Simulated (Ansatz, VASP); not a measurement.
# Cu: VASP beside Ansatz

Contents of INCAR:

```
ALGO = Normal
EDIFF = 1E-6
ENCUT = 520
GGA = PE
ISIF = 2
ISMEAR = 0
LASPH = True
LCHARG = False
LREAL = False
LWAVE = False
NBANDS = 12
NELM = 100
PREC = Accurate
SIGMA = 0.1
```

The input KPOINTS:

```
k-points
0
Gamma
  10 10 10
```

Contents of POSCAR:

```
Cu
1.0
   -1.1538885300      1.5149255800      1.8096923700
    1.1538885300     -1.5149255800      1.8096923700
    1.1538885300      1.5149255800     -1.8096923700
Cu
1
Direct
    0.0000000000      0.0000000000      0.0000000000
```

Input for Ansatz:

```yaml
crystal:
  lattice:
    - [-1.15388853, 1.51492558, 1.80969237]
    - [1.15388853, -1.51492558, 1.80969237]
    - [1.15388853, 1.51492558, -1.80969237]
  atoms:
    - { symbol: Cu, position: [0.0, 0.0, 0.0] }
basis:
  ecutwfc: 420
kpoints:
  mp_grid: { grid: [10, 10, 10] }
hamiltonian:
  xc: pbe
scf:
  occupations: { method: gaussian, width: 0.1 }
  lower_state_search: "off"
output:
  forces: true
  stress: true
  eigenvalues: true
```

Alike in both runs: task single point; functional PBE; k mesh 10 × 10 × 10; occupations gaussian, width 0.1 eV; no spin polarisation.

|  | VASP | Ansatz |
| --- | --- | --- |
| version | VASP 6.6.1 | Ansatz 0.2.0 |
| potentials or method | VASP PAW PBE potentials, release 64 (Cu), cutoff 520 eV | scalar-relativistic, plane waves, PAW |
| valence electrons in the cell | 11 | 19 |

|  | VASP | Ansatz | Ansatz less VASP |
| --- | --- | --- | --- |
| gap on the k mesh at the Fermi level (eV) | none | none | - |
| pressure (GPa) | 1.1 | 0.5 | -0.60 |
| traceless stress, the component that is largest in VASP (GPa) | 22.54 | 22.58 | +0.048 |

A gap of «none» marks a metal or a gap that the smearing closes. VASP's potentials hold 11 valence electrons a cell and Ansatz's 19, so a difference there can come from the potentials and not from the codes.
